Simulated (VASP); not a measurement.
A run of VASP 6.6.1 is set up as follows.

Contents of INCAR:

```
SYSTEM = Al
  ALGO = Normal
  EDIFF = 1E-6
  ENCUT = 500
  GGA_COMPAT = .False.
  ISIF = 2
  ISMEAR = 1
  LASPH = .True.
  LCHARG = .True.
  LELF = .True.
  LREAL = .False.
  LVHAR = .True.
  LWAVE = .False.
  NBANDS = 8
  NELM = 120
  PREC = Accurate
  SIGMA = 0.1
```

File KPOINTS:

```
k-points
0
Gamma
  9 9 9
  0 0 0
```

The input POSCAR:

```
Al
1.0
    0.0000000000      1.9929626353      1.9929626353
    1.9929626353      0.0000000000      1.9929626353
    1.9929626353      1.9929626353      0.0000000000
Al
1
Direct
    0.0000000000      0.0000000000      0.0000000000
```

Potentials or basis: VASP PAW LDA potentials, release 64 (Al).

The run is started by

```bash
$ cat potpaw_LDA.64/Al/POTCAR > POTCAR
$ mpirun -np 1 vasp_std > vasp.out
```

Estimate the pressure.

0.4 GPa.
